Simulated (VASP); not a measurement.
Runs of VASP 6.6.1 on Fe. The structure is that of space group I4/mmm (No. 139), or close to it. The cells are those of the table. 

```csv
level,potentials or basis,fixed moment (μB),cell,k mesh,gap on the mesh (eV),pressure (GPa),moment (μB)
PBE,"VASP PAW PBE potentials, release 64 (Fe)",4.5,"a = 2.763, b = 2.471, c = 2.453 Å, angles 68.3, 56.2, 55.6°, 1 atom",11 × 11 × 11,-,103.1,4.50
LDA,"VASP PAW LDA potentials, release 64 (Fe)",-,"a = 2.781, b = 2.488, c = 2.469 Å, angles 68.3, 56.2, 55.6°, 1 atom",13 × 13 × 13,none,(a),(b)
PBE,"VASP PAW PBE potentials, release 64 (Fe)",-,"a = 2.763, b = 2.471, c = 2.453 Å, angles 68.3, 56.2, 55.6°, 1 atom",13 × 13 × 13,none,-1.3,2.20
PBEsol,"VASP PAW PBE potentials, release 64 (Fe)",-,"a = 2.707, b = 2.409, c = 2.453 Å, angles 67.7, 55.4, 56.9°, 1 atom",13 × 13 × 13,none,-2.2,2.14
LDA,"VASP PAW LDA potentials, release 64 (Fe)",-,"a = 2.725, b = 2.438, c = 2.420 Å, angles 68.3, 56.2, 55.6°, 1 atom",13 × 13 × 13,none,-12.5,2.04
```

Alike in all rows: task single point; spin collinear, ferromagnetic start; cutoff (eV) 520; smearing fermi-dirac 0.05 eV.

Fill in the values left out.

(a) -22.2; (b) 2.15.

Caveats: the total moment is fixed, so each spin has its own Fermi level (some runs); the PAW data sets were made with another functional, which shifts forces and pressure a little (some runs).

A gap of «none» marks levels without a gap at the run's occupations.
